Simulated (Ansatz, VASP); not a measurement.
## MgS in VASP and in Ansatz

```
Mg S
1.0
     0.01620    2.60093    2.58473
     2.60093    0.01620    2.58473
     2.61712    2.61712    0.00000
Mg S
1 1
Direct
  0.00000 0.00000 0.00000
  0.50000 0.50000 0.50000
```

Change from the starting cell: strained cell.

Alike in both runs: functional PBEsol; k mesh 6 × 6 × 6; occupations gaussian, width 0.02 eV; no spin polarisation.

Ansatz relaxed the structure, and its values are those at the end. VASP's run is a single point on that final structure, the one shown.

|  | VASP | Ansatz |
| --- | --- | --- |
| version | VASP 6.6.1 | Ansatz 0.2.0 |
| potentials or method | VASP PAW PBE potentials, release 64 (Mg, S), cutoff 600 eV | scalar-relativistic, plane waves, PAW |
| valence electrons in the cell | 8 | 16 |

Ansatz gave:

```
gap on the k mesh at the Fermi level (eV) : 2.62
least direct gap on the mesh (eV)         : 3.58
pressure (GPa)                            : -0.4
```

Q: Which values does VASP return?

A: gap on the k mesh at the Fermi level (eV): 2.62; least direct gap on the mesh (eV): 3.58; pressure (GPa): -0.6.

VASP's potentials were made for PBE, not for PBEsol, and Ansatz warns of the same on its side. VASP's potentials hold 8 valence electrons a cell and Ansatz's 16, so a difference there can come from the potentials and not from the codes. Ansatz's warnings: stress scf threshold loose.
